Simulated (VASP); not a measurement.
# MgMnV4O12 (C2) in VASP: electric field gradients with PBE+U

Aim: the electric field gradients of MgMnV4O12 with PBE+U.

Program: VASP 6.6.1. These are calculated values, not measurements. Logs are shortened: lines on timing, memory, paths and dates and some standing lists are left out, and cuts for length are marked.

### 1 The cell of the first run

The structure is monoclinic, space group C2 (No. 5). Conventional cell: a = 10.765 Å, b = 8.696 Å, c = 5.942 Å, α = 90.00°, β = 112.06°, γ = 90.00°. Mg (site symmetry 2) has 6 O at 2.03 to 2.37 Å within 2.7 Å. Within 2.8 Å of Mn (site symmetry 2) lie 6 O at 2.13 to 2.26 Å. Within 2.2 Å of V (site symmetry 1) lie 4 O at 1.62 to 1.86 Å. V (site symmetry 1) has 4 O at 1.66 to 1.82 Å within 2.2 Å. O (site symmetry 1) has 1 V at 1.74 Å and 1 Mg at 2.03 Å and 1 Mn at 2.26 Å within 2.3 Å. O (site symmetry 1) has 1 V at 1.62 Å within 2.2 Å. O (site symmetry 1) has 1 V at 1.66 Å and 1 Mn at 2.13 Å within 2.2 Å. O (site symmetry 1) has 2 V at 1.82 to 1.86 Å and 1 Mg at 2.37 Å within 2.4 Å.

### 2 Electric field gradients, PBE+U, collinear spin, ferromagnetic start

The input, INCAR:

```
SYSTEM = MgMnV4O12
ALGO = Normal ; EDIFF = 1E-8
ENCUT = 520 ; GGA = PE
GGA_COMPAT = .FALSE. ; ISIF = 2
ISMEAR = -1 ; ISPIN = 2
KPAR = 4 ; LASPH = .TRUE.
LCHARG = .FALSE. ; LDAU = .TRUE.
LDAUJ = 0 0 0 0 ; LDAUL = -1 2 -1 -1
LDAUPRINT = 1 ; LDAUTYPE = 2
LDAUU = 0 3.9 0 0 ; LEFG = .TRUE.
LMAXMIX = 4 ; LORBIT = 11
LREAL = .FALSE. ; LWAVE = .FALSE.
MAGMOM = 0 5 0 0 0 0 0 0 0 0 0 0 0 0 0 0 0 0 ; NBANDS = 88
NELM = 200 ; PREC = Accurate
SIGMA = 0.02
```

The input, KPOINTS:

```
k-points
0
G
  3 3 4
  0 0 0
```

The input, POSCAR:

```
MgMnV4O12
1.0
    5.3824362059     -4.3477504115      0.0000000000
    5.3824362059      4.3477504115      0.0000000000
   -2.2314627161      0.0000000000      5.5072290708
Mg Mn V O
1 1 4 12
Direct
    0.2584337100      0.7415662900      0.0000000000
    0.0630879900      0.9369120100      0.5000000000
    0.3969708400      0.1930041000      0.0306597600
    0.2064892500      0.3914551200      0.5408715300
    0.8069959000      0.6030291600      0.9693402400
    0.6085448800      0.7935107500      0.4591284700
    0.2484603200      0.9959074900      0.8907074500
    0.6328269100      0.0882869200      0.0581670400
    0.0291009800      0.2371681200      0.4540992700
    0.3449367300      0.3853108200      0.8511325800
    0.9117130800      0.3671730900      0.9418329600
    0.3624551800      0.3320839000      0.3296949400
    0.6146891800      0.6550632700      0.1488674200
    0.1085729500      0.6461757100      0.6011806900
    0.6679161000      0.6375448200      0.6703050600
    0.0040925100      0.7515396800      0.1092925500
    0.3538242900      0.8914270500      0.3988193100
    0.7628318800      0.9708990200      0.5459007300
```

Potentials or basis: VASP PAW PBE potentials, release 64 (Mg, Mn_pv, V_sv, O).

Command:

```
cat potpaw_PBE.64/Mg/POTCAR potpaw_PBE.64/Mn_pv/POTCAR potpaw_PBE.64/V_sv/POTCAR potpaw_PBE.64/O/POTCAR > POTCAR
mpirun -np 4 vasp_std > vasp.out
```

OUTCAR:

```text
SYSTEM = MgMnV4O12
   EDIFF = 1E-8
   ENCUT = 520
   GGA = PE
   ISIF = 2
   ISMEAR = -1
   ISPIN = 2
   LASPH = .TRUE.
   LORBIT = 11
   LREAL = .FALSE.
   NELM = 200
   PREC = Accurate

 ion  position               nearest neighbor table
   1  0.258  0.742  0.000-   7 2.03  16 2.03  14 2.25  17 2.25  13 2.37  10 2.37   4 3.06   6 3.06

   2  0.063  0.937  0.500-   9 2.13  18 2.13  17 2.20  14 2.20   7 2.26  16 2.26
   3  0.397  0.193  0.031-   8 1.62   7 1.74  12 1.81  10 1.86
   4  0.206  0.391  0.541-   9 1.66  14 1.72  12 1.79  10 1.82   1 3.06
   5  0.807  0.603  0.969-  11 1.62  16 1.74  15 1.81  13 1.86
   6  0.609  0.794  0.459-  18 1.66  17 1.72  15 1.79  13 1.82   1 3.06
   7  0.248  0.996  0.891-   3 1.74   1 2.03   2 2.26
   8  0.633  0.088  0.058-   3 1.62
   9  0.029  0.237  0.454-   4 1.66   2 2.13
  10  0.345  0.385  0.851-   4 1.82   3 1.86   1 2.37
  11  0.912  0.367  0.942-   5 1.62
  12  0.362  0.332  0.330-   4 1.79   3 1.81
  13  0.615  0.655  0.149-   6 1.82   5 1.86   1 2.37
  14  0.109  0.646  0.601-   4 1.72   2 2.20   1 2.25
  15  0.668  0.638  0.670-   6 1.79   5 1.81
  16  0.004  0.752  0.109-   5 1.74   1 2.03   2 2.26
  17  0.354  0.891  0.399-   6 1.72   2 2.20   1 2.25
  18  0.763  0.971  0.546-   6 1.66   2 2.13

  LATTYP: Found a base centered monoclinic cell.
 ALAT       =    10.7648724118
 B/A-ratio  =     0.8077662689
 C/A-ratio  =     0.5519933036
 COS(beta)  =    -0.3755319902

  Lattice vectors:

 A1 = (   5.3824362059,  -4.3477504115,   0.0000000000)
 A2 = (   5.3824362059,   4.3477504115,   0.0000000000)
 A3 = (  -2.2314627161,   0.0000000000,   5.5072290708)

Analysis of symmetry for initial positions (statically):
=====================================================================
 Subroutine PRICEL returns:
 Original cell was already a primitive cell.

 Routine SETGRP: Setting up the symmetry group for a
 base centered monoclinic supercell.

 Subroutine GETGRP returns: Found  2 space group operations
 (whereof  2 operations were pure point group operations)
 out of a pool of  4 trial point group operations.

The static configuration has the point symmetry C_2 .

Analysis of symmetry for dynamics (positions and initial velocities):
=====================================================================
 Subroutine PRICEL returns:
 Original cell was already a primitive cell.

 Routine SETGRP: Setting up the symmetry group for a
 base centered monoclinic supercell.

 Subroutine GETGRP returns: Found  2 space group operations
 (whereof  2 operations were pure point group operations)
 out of a pool of  4 trial point group operations.

The dynamic configuration has the point symmetry C_2 .

Analysis of structural, dynamic, and magnetic symmetry:
=====================================================================
 Subroutine PRICEL returns:
 Original cell was already a primitive cell.

 Routine SETGRP: Setting up the symmetry group for a
 base centered monoclinic supercell.

 Subroutine GETGRP returns: Found  2 space group operations
 (whereof  2 operations were pure point group operations)
 out of a pool of  4 trial point group operations.

The overall configuration has the point symmetry C_2 .

 Subroutine INISYM returns: Found  2 space group operations
 (whereof  2 operations are pure point group operations),
 and found     1 'primitive' translations

----------------------------------------------------------------------------------------

                                     Primitive cell

  volume of cell :     257.7547
[... 183 lines left out ...]
  o =  0.9499  v =  0.0000  0.0000 -0.8881 -0.4578  0.0400  0.0000  0.0000  0.0000  0.0000  0.0000      0.0000  0.0000  0.0000  0.0000  0.0000  0.0000  0.0000  0.0000  0.0000  0.0000

 number of electron     139.0000011 magnetization       5.0000047

 Free energy of the ion-electron system (eV)
  ---------------------------------------------------
  ext. energy  EPLUGINS =         0.00000000
  ---------------------------------------------------
  free energy    TOTEN  =      -145.74779903 eV

  energy without entropy =     -145.74779903  energy(sigma->0) =     -145.74779903

 E-fermi :   1.4843     XC(G=0):  -9.2609

 val. band max:        0.9786778242   @ k =   0.0000   0.0000   0.0000
 cond. band min:       2.9755035995   @ k =   0.0000   0.0000   0.5000
 fundamental gap:      1.9968257754
 Fermi energy:         1.4843304413

 spin component 1

 k-point     1 :       0.0000    0.0000    0.0000
  band No.  band energies     occupation
      1     -63.6530      1.00000
      2     -63.6530      1.00000
      3     -63.4386      1.00000
      4     -63.4385      1.00000
      5     -47.6569      1.00000
      6     -47.6120      1.00000
[... 1165 lines left out ...]
     80       4.0351      0.00000
     81       4.3385      0.00000
 Fermi energy:         1.4843304413

 spin component 2

 k-point     1 :       0.0000    0.0000    0.0000
  band No.  band energies     occupation
      1     -63.5550      1.00000
      2     -63.5550      1.00000
      3     -63.4007      1.00000
      4     -63.4006      1.00000
      5     -42.7046      1.00000
      6     -42.6653      1.00000
[... 1165 lines left out ...]
     80       5.1728      0.00000
     81       5.1980      0.00000
 [bands above 81 left out]

------------------------ aborting loop because EDIFF is reached ----------------------------------------

  FORCE on cell =-STRESS in cart. coord.  units (eV):
  Direction    XX          YY          ZZ          XY          YZ          ZX
  --------------------------------------------------------------------------------------
  -------------------------------------------------------------------------------------
  Total       -5.3306185     -5.5172187     -4.8556661      0.0000000      0.0000000     -0.5043178
  in kB      -33.1345860    -34.2944741    -30.1823301      0.0000000      0.0000000     -3.1347888
  external PRESSURE =     -32.5371301 kB  Pullay stress =       0.0000000 kB

 VOLUME and BASIS-vectors are now :
 -----------------------------------------------------------------------------
  energy-cutoff  :      520.00
  volume of cell :      257.75
      direct lattice vectors                 reciprocal lattice vectors
     5.382436206 -4.347750411  0.000000000     0.092894738 -0.115002002  0.037639826
     5.382436206  4.347750411  0.000000000     0.092894738  0.115002002  0.037639826
    -2.231462716  0.000000000  5.507229071     0.000000000  0.000000000  0.181579518

 POSITION                                       TOTAL-FORCE (eV/Angst)
 -----------------------------------------------------------------------------------
      5.38244      2.10054      0.00000        -0.000000     -0.001897      0.000000
      4.26670      3.79917      2.75361        -0.000000     -0.008591      0.000000
      3.10709     -0.88680      0.16885        -0.034105     -0.396778     -0.017731
      2.01146      0.80419      2.97870        -0.182636      0.229885      0.063239
      5.42632     -0.88680      5.33838         0.034105     -0.396778      0.017731
      6.52195      0.80419      2.52853         0.182636      0.229885     -0.063239
[... 10 lines left out ...]
      5.81254      2.33736      2.19639         0.267498     -0.583442      0.126285
      8.11354      0.90462      3.00640        -0.739304     -0.068986     -0.225808
 -----------------------------------------------------------------------------------
    total drift:                                0.000000     -0.000748     -0.000000

  FREE ENERGIE OF THE ION-ELECTRON SYSTEM (eV)
  ---------------------------------------------------
  free  energy   TOTEN  =      -145.7477990252 eV

  energy  without entropy=     -145.7477990252  energy(sigma->0) =     -145.74779903

 Electric field gradients (V/A^2)
---------------------------------------------------------------------
 ion       V_xx      V_yy      V_zz      V_xy      V_xz      V_yz
---------------------------------------------------------------------
   1      -7.919     5.866     2.053    -0.000     6.758     0.000
   2     -15.507    -6.451    21.958    -0.000    11.232     0.000
   3      -1.885   -27.466    29.351    21.515   -16.533    -5.252
   4     -43.306    28.681    14.625    -6.631    -7.089   -37.654
   5      -1.885   -27.466    29.351   -21.515   -16.533     5.252
   6     -43.306    28.681    14.625     6.631    -7.089    37.654
[... 10 lines left out ...]
  17      -9.733    -4.304    14.037   -31.323     0.248     1.601
  18       7.552   -13.693     6.141   -21.544    -4.044     6.035
---------------------------------------------------------------------

 Electric field gradients after diagonalization (V/A^2)
 (convention: |V_zz| > |V_xx| > |V_yy|)
----------------------------------------------------------------------
 ion       V_xx      V_yy      V_zz     asymmetry (V_yy - V_xx)/ V_zz
----------------------------------------------------------------------
   1       5.866     5.465   -11.332       0.035
   2     -18.616    -6.451    25.067       0.485
   3      39.421     0.490   -39.910       0.975
   4     -46.459   -13.502    59.960       0.550
   5      39.421     0.490   -39.910       0.975
   6     -46.459   -13.502    59.960       0.550
[... 10 lines left out ...]
  17      24.520    13.970   -38.489       0.274
  18      23.501     3.864   -27.366       0.718
----------------------------------------------------------------------

           NMR quadrupolar parameters

 Cq : quadrupolar parameter    Cq=e*Q*V_zz/h
 eta: asymmetry parameters     (V_yy - V_xx)/ V_zz
 Q  : nuclear electric quadrupole moment in mb (millibarn)
----------------------------------------------------------------------
 ion       Cq(MHz)       eta       Q (mb)
----------------------------------------------------------------------
   1      -0.027       0.035       1.000
   2       0.061       0.485       1.000
   3      -0.097       0.975       1.000
   4       0.145       0.550       1.000
   5      -0.097       0.975       1.000
   6       0.145       0.550       1.000
[... 10 lines left out ...]
  17      -0.093       0.274       1.000
  18      -0.066       0.718       1.000
----------------------------------------------------------------------

 total charge

# of ion       s       p       d       tot
------------------------------------------
    1        0.116   0.123   0.052   0.290
    2        0.177   6.152   4.885  11.215
    3        2.370   6.388   3.217  11.975
    4        2.373   6.401   3.196  11.969
    5        2.370   6.388   3.217  11.975
    6        2.373   6.401   3.196  11.969
[... 10 lines left out ...]
   17        1.578   3.431   0.000   5.009
   18        1.592   3.388   0.000   4.980
--------------------------------------------------
tot         28.773  72.900  17.763 119.436

 magnetization (x)

# of ion       s       p       d       tot
------------------------------------------
    1        0.000   0.000  -0.000   0.000
    2        0.024   0.022   4.530   4.576
    3        0.001   0.001   0.035   0.037
    4        0.002   0.002   0.091   0.094
    5        0.001   0.001   0.035   0.037
    6        0.002   0.002   0.091   0.094
[... 10 lines left out ...]
   17        0.003  -0.006   0.000  -0.003
   18        0.002  -0.017   0.000  -0.015
--------------------------------------------------
tot          0.044  -0.026   4.783   4.801
```

It took 8.7 min on 4 MPI ranks of AMD EPYC 7R13 (Zen 3), shared host; peak memory 0.8 GiB.

What came out:

- Free energy: -145.7478 eV
- Pressure: -3.3 GPa
- Largest force: 0.871 eV/Å
- Band gap on the k mesh: 2.00 eV (least direct gap 2.03 eV)
- Net moment: 5.00 μB per cell
- Site moments: Mg +0.00; Mn +4.58; V +0.04, +0.09 (each value once); O -0.00, +0.00, -0.01 (each value once) μB
- Largest electric field gradient by atom: Mg -11.3; Mn +25.1; V -39.9, +60.0 (each value once); O -52.1, +20.8, -27.4, -41.0, +36.4, -38.5 (each value once) V/Å²
- Valence electrons inside the program's atomic spheres: Mg 0.29; Mn 11.21; V 11.97; O 5.03, 4.94, 4.98, 5.04, 5.01 (each value once)

Forces in eV/Å, atoms in the order of the input:
```
Mg   0.000 -0.002  0.000
Mn   0.000 -0.009  0.000
V   -0.034 -0.397 -0.018
V   -0.183  0.230  0.063
V    0.034 -0.397  0.018
V    0.183  0.230 -0.063
O    0.512  0.037  0.309
O   -0.338  0.800 -0.062
O    0.739 -0.069  0.226
O   -0.221 -0.068 -0.170
O    0.338  0.800  0.062
O   -0.247  0.055 -0.072
O    0.221 -0.068  0.170
O   -0.267 -0.583 -0.126
O    0.247  0.055  0.072
O   -0.512  0.037 -0.309
O    0.267 -0.583  0.126
O   -0.739 -0.069 -0.226
```

Electric field gradients, principal values (V/Å²):
| atom | least | middle | greatest (by size) |
| --- | --- | --- | --- |
| 1 Mg | 5.465 | 5.866 | -11.332 |
| 2 Mn | -6.451 | -18.616 | 25.067 |
| 3 V | 0.490 | 39.421 | -39.910 |
| 4 V | -13.502 | -46.459 | 59.960 |
| 5 V | 0.490 | 39.421 | -39.910 |
| 6 V | -13.502 | -46.459 | 59.960 |
| 7 O | 16.882 | 35.186 | -52.068 |
| 8 O | -2.788 | -18.060 | 20.848 |
| 9 O | 3.864 | 23.501 | -27.366 |
| 10 O | 4.385 | 36.657 | -41.042 |
| 11 O | -2.788 | -18.060 | 20.848 |
| 12 O | -8.906 | -27.486 | 36.392 |
| 13 O | 4.385 | 36.657 | -41.042 |
| 14 O | 13.970 | 24.520 | -38.489 |
| 15 O | -8.906 | -27.486 | 36.392 |
| 16 O | 16.882 | 35.186 | -52.068 |
| 17 O | 13.970 | 24.520 | -38.489 |
| 18 O | 3.864 | 23.501 | -27.366 |

Eigenvalues of the final occupation matrices:
| site | spin | trace | eigenvalues |
| --- | --- | --- | --- |
| site 2 d | 1 | 4.72 | 0.94 0.94 0.94 0.95 0.95 |
| site 2 d | 2 | 0.18 | 0.01 0.02 0.02 0.06 0.07 |

Caveat: the cell stands under tension; without QUAD_EFG the Cq values of the log hold for a quadrupole moment of 1 mb, not for the nuclei; a cell with one magnetic atom can't hold antiferromagnetic order, which such compounds often take. A k mesh can miss the band edges.
